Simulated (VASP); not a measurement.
Here is a VASP 6.6.1 calculation.

Contents of POSCAR:

```
Al2O3
1.0
    2.8843249483      0.0000000000      0.0000000000
   -1.4421624742      2.4978986780      0.0000000000
    0.0000000000      0.0000000000      8.9632842816
Al O
2 3
Direct
    0.0000000000      0.0000000000      0.1499923300
    0.0000000000      0.0000000000      0.8500076700
    0.3333333333      0.6666666667      0.2223169200
    0.6666666667      0.3333333333      0.0000000000
    0.3333333333      0.6666666667      0.7776830800
```

File INCAR.step1:

```
SYSTEM = Al2O3
ALGO     = Normal         ! electronic algorithm
EDIFF    = 1E-4           ! SCF threshold, eV
ENCUT    = 520            ! plane-wave cutoff, eV
GGA      = PE             ! functional
ISMEAR   = 0              ! smearing method
LASPH    = .TRUE.         ! aspherical terms in the spheres
LCHARG   = .FALSE.        ! write CHGCAR
LREAL    = .FALSE.        ! projectors in reciprocal space
LWAVE    = .TRUE.         ! write WAVECAR
NBANDS   = 20             ! bands
NELM     = 60             ! most SCF steps
PREC     = Accurate       ! precision mode
SIGMA    = 0.05           ! smearing width, eV
```

File INCAR.step2:

```
SYSTEM = Al2O3
ALGO     = Normal         ! electronic algorithm
EDIFF    = 1E-7           ! SCF threshold, eV
ENCUT    = 520            ! plane-wave cutoff, eV
ISIF     = 2              ! what is computed and relaxed
ISMEAR   = 0              ! smearing method
ISTART   = 1            
LASPH    = .TRUE.         ! aspherical terms in the spheres
LCHARG   = .FALSE.        ! write CHGCAR
LMIXTAU  = .TRUE.       
LREAL    = .FALSE.        ! projectors in reciprocal space
LWAVE    = .FALSE.        ! write WAVECAR
METAGGA  = R2SCAN         ! meta-GGA
NBANDS   = 20             ! bands
NELM     = 60             ! most SCF steps
PREC     = Accurate       ! precision mode
SIGMA    = 0.05           ! smearing width, eV
```

The input KPOINTS:

```
k-points
0
G
  12 12 4
  0 0 0
```

Potentials or basis: VASP PAW PBE potentials, release 64 (Al, O).

The run is started by

```sh
$ cat potpaw_PBE.64/Al/POTCAR potpaw_PBE.64/O/POTCAR > POTCAR
$ cp INCAR.step1 INCAR
$ mpirun -np 1 vasp_std > vasp.out
$ cp INCAR.step2 INCAR
$ mpirun -np 1 vasp_std > vasp.out
```

What does it give for the largest force?

0.657 eV/Å.

What does it give for the pressure?

-0.7 GPa.

Estimate the band gap on the k mesh.

5.53 eV (least direct gap 5.77 eV).

Forces on the atoms (eV/Å):
```
Al   0.000  0.000  0.657
Al   0.000  0.000 -0.657
O    0.000  0.000  0.150
O    0.000  0.000  0.000
O    0.000  0.000 -0.150
```

Caveat: the cell differs from its parent crystal (strain +0.000 along x and y, -0.040 along z); the PAW data sets were made with another functional, which shifts forces and pressure a little. A k mesh can miss the band edges.
